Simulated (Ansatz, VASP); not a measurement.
**MoS2: VASP beside Ansatz**

Contents of INCAR:

```
SYSTEM = MoS2
ALGO = Normal
EDIFF = 1E-7
ENCUT = 520
GGA = PE
ISIF = 2
ISMEAR = -1
LASPH = .True.
LCHARG = .False.
LREAL = .False.
LWAVE = .False.
NBANDS = 20
NELM = 60
PREC = Accurate
SIGMA = 0.02
```

KPOINTS

```
k-points
0
Gamma
  12 12 4
  0 0 0
```

POSCAR

```
MoS2
1.0
    3.1709609040      0.0304412247      0.0000000000
   -1.5591175781      2.7309120850      0.0000000000
    0.0000000000      0.0000000000      6.8100252139
Mo S
1 2
Direct
   -0.0011433648      0.0000578866      0.0000000000
    0.3339050157      0.6666377234      0.2285222344
    0.3339050157      0.6666377234      0.7714777656
```

Input for Ansatz:

```yaml
crystal:
  lattice:
    - [3.170960904, 0.0304412247, 0.0]
    - [-1.5591175781, 2.730912085, 0.0]
    - [0.0, 0.0, 6.8100252139]
  atoms:
    - { symbol: Mo, position: [-0.0011433648, 5.78866e-05, 0.0] }
    - { symbol: S, position: [0.3339050157, 0.6666377234, 0.2285222344] }
    - { symbol: S, position: [0.3339050157, 0.6666377234, 0.7714777656] }
kpoints:
  mp_grid: { grid: [12, 12, 4] }
  band_path:
    path:
      - [0.0, 0.0, 0.0]
      - [0.5, 0.0, 0.0]
      - [0.3333333333, 0.3333333333, 0.0]
      - [0.0, 0.0, 0.5]
      - [0.5, 0.0, 0.5]
      - [0.3333333333, 0.3333333333, 0.5]
      - [0.333333, 0.328125, 0.0]
    npoints: 1
hamiltonian:
  xc: pbe
scf:
  occupations: { method: fermi_dirac, width: 0.02 }
  n_extra_bands: 4
output:
  forces: true
  stress: true
  eigenvalues: true
  write_density: true
  write_potential: true
  elf: true
  volumetric_format: npy
```

Change from the starting cell: shear_xy strain +1.9%.

Alike in both runs: task single point; functional PBE; k mesh 12 × 12 × 4; occupations fermi-dirac, width 0.02 eV; no spin polarisation.

|  | VASP | Ansatz |
| --- | --- | --- |
| version | VASP 6.6.1 | Ansatz 0.2.0 |
| potentials or method | VASP PAW PBE potentials, release 64 (Mo_sv, S) | plane waves, PAW |
| plane-wave cutoff (eV) | 520 | 420 |
| valence electrons in the cell | 26 | 26 |

```csv
,VASP,Ansatz,Ansatz less VASP
gap on the k mesh at the Fermi level (eV),1.28,1.27,-0.015
pressure (GPa),2.0,2.1,+0.12
"traceless stress, the component that is largest in VASP (GPa)",-1.44,-1.44,+0.001
rms of the force components (eV/Å),0.058,0.064,+0.0060
```

Atom by atom the forces differ by 0.006 eV/Å (rms over components).
